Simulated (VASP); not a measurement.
Here is a VASP 6.6.1 calculation.

Contents of INCAR:

```
ALGO = Normal ; EDIFF = 1E-6
ENCUT = 520 ; GGA = PE
ISIF = 2 ; ISMEAR = -1
LASPH = True ; LCHARG = False
LREAL = False ; LWAVE = False
NBANDS = 86 ; NELM = 100
PREC = Accurate ; SIGMA = 0.1
```

Contents of KPOINTS:

```
k-points
0
Gamma
  4 3 5
```

The input POSCAR:

```
Ti12B
1.0
    5.9000000000      0.0000000000      0.0000000000
   -4.4250000000      7.6643250000      0.0000000000
    0.0000000000      0.0000000000      4.6846000000
Ti B
12 1
Direct
   -0.0010138363     -0.0004168665     -0.0260346668
    0.1639228575      0.2194460699      0.4661644537
    0.0188187897      0.3491375953     -0.0401127097
    0.2062813742      0.5557216063      0.4792462537
    0.1122678827      0.7028629397     -0.0258485250
    0.1800775949      0.9070433469      0.4793337745
    0.5279322505      0.0170599498     -0.0198413952
    0.6878406876      0.2285753801      0.4698454511
    0.4835275308      0.3141171597     -0.0356856509
    0.7099674932      0.5688746237      0.5604256500
    0.5749399076      0.6590405548      0.0498680784
    0.6559784520      0.8860562411      0.4942940699
   -0.1631759534      0.4781527401      1.2101257311
```

Potentials or basis: VASP PAW PBE potentials, release 64 (Ti_sv, B).

Run with:

```sh
$ cat potpaw_PBE.64/Ti_sv/POTCAR potpaw_PBE.64/B/POTCAR > POTCAR
$ mpirun -np 1 vasp_std > vasp.out
```

(1) Predict the band gap on the k mesh.

(2) What does it give for the pressure?

Answers

(1) zero (an odd number of electrons rules out a gap without spin polarisation).

(2) 2.4 GPa.
